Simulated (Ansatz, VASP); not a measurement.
One calculation of Si, two programs

```
Si
1.0
     0.00000    2.87465    2.77203
     2.87465    0.00000    2.77203
     2.87465    2.87465    0.00000
Si
2
Direct
  0.50000 0.50000 0.50000
  0.75000 0.75000 0.75000
```

Alike in both runs: task single point; functional PBE; k mesh 10 × 10 × 10; occupations gaussian, width 0.05 eV; no spin polarisation.

|  | VASP | Ansatz |
| --- | --- | --- |
| version | VASP 6.6.1 | Ansatz 0.2.0 |
| potentials or method | VASP PAW PBE potentials, release 64 (Si), cutoff 520 eV | scalar-relativistic, plane waves, PAW |
| valence electrons in the cell | 8 | 8 |

```tsv
	VASP	Ansatz	Ansatz less VASP
gap on the k mesh at the Fermi level (eV)	0.43	0.43	-0.001
least direct gap on the mesh (eV)	1.73	1.72	-0.007
pressure (GPa)	-7.9	-7.9	+0.04
traceless stress, the component that is largest in VASP (GPa)	2.12	2.12	-0.004
```

The functional is the same, so the differences come from potentials, cutoffs and numerics.
